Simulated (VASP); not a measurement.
Here is a VASP 6.6.1 calculation.

Contents of INCAR:

```
PREC = Accurate ; ENCUT = 520
EDIFF = 1E-6 ; ISMEAR = -1
SIGMA = 0.05 ; LREAL = Auto
LASPH = T ; NELM = 200
ALGO = Normal ; ISIF = 2
LWAVE = F ; LCHARG = F
ISPIN = 2 ; MAGMOM = 0.062 0.062 0.062 0.062 0.062 0.062 0.062 0.062 0.062 0.062 0.062 0.062 0.062 0.062 0.062 0.062 0.062 0.062 0.062 0.062 0.062 0.062 0.062 0.062 0.062 0.062 0.062 0.062 0.062 0.062 0.062 0.062
LORBIT = 11 ; GGA = RE
NBANDS = 120 ; GGA_COMPAT = F
KPAR = 4
```

KPOINTS

```
regular mesh
0
Gamma
  3 4 1
```

File POSCAR:

```
Mg5Zn3O8
1.0
    0.0000000000      0.0000000000      5.3307830000
    3.3019390000      0.0000000000      0.0000000000
    0.0000000000     22.5490790000      0.0000000000
Zn Mg O
6 10 16
Direct
    0.4984800000      0.4811840000      0.0374390000
    0.4962460000      0.0020850000      0.1605980000
    0.4944760000      0.5169340000      0.2847230000
    0.9919720000      0.9930690000      0.0816700000
    0.9982030000      0.5203750000      0.2067790000
    0.0040340000      0.0176070000      0.3246350000
    0.4923290000      0.9663370000      0.4071400000
    0.4887310000      0.5088610000      0.5340880000
    0.4841360000      0.9993900000      0.6591800000
    0.4909910000      0.4937970000      0.7846620000
    0.5096890000      0.9955080000      0.9146650000
    0.9887750000      0.4740830000      0.4472940000
    0.9957930000      0.9898400000      0.5789490000
    0.9980070000      0.4798480000      0.7019370000
    0.9979410000      0.0040770000      0.8300460000
    0.9911130000      0.5115350000      0.9575420000
    0.3844980000      0.0069590000      0.0788950000
    0.3708260000      0.5237190000      0.2060420000
    0.3795360000      0.0107970000      0.3253380000
    0.3752590000      0.4884100000      0.4457210000
    0.3710160000      0.9746460000      0.5728420000
    0.3855250000      0.5022840000      0.7065460000
    0.3679450000      0.9733840000      0.8296070000
    0.3799080000      0.5057310000      0.9559800000
    0.8767030000      0.4913300000      0.0438400000
    0.8711100000      0.9919700000      0.1629010000
    0.8795320000      0.5295440000      0.2855760000
    0.8618460000      0.9837360000      0.4053860000
    0.8946060000      0.4942630000      0.5340520000
    0.8741700000      0.9979740000      0.6628860000
    0.8742900000      0.4996530000      0.7876350000
    0.8807340000      0.9796330000      0.9170620000
```

Potentials or basis: VASP PAW PBE potentials, release 64 (Zn, Mg, O).

Command:

```console
$ cat potpaw_PBE.64/Zn/POTCAR potpaw_PBE.64/Mg/POTCAR potpaw_PBE.64/O/POTCAR > POTCAR
$ mpirun -np 4 vasp_std > vasp.out
```

(1) Estimate the largest force.

(2) What does it give for the pressure?

Results:

(1) 2.565 eV/Å.

(2) 2.6 GPa.

Caveat: the k points lie up to 0.48 Å⁻¹ apart; the PAW data sets were made with another functional, which shifts forces and pressure a little.
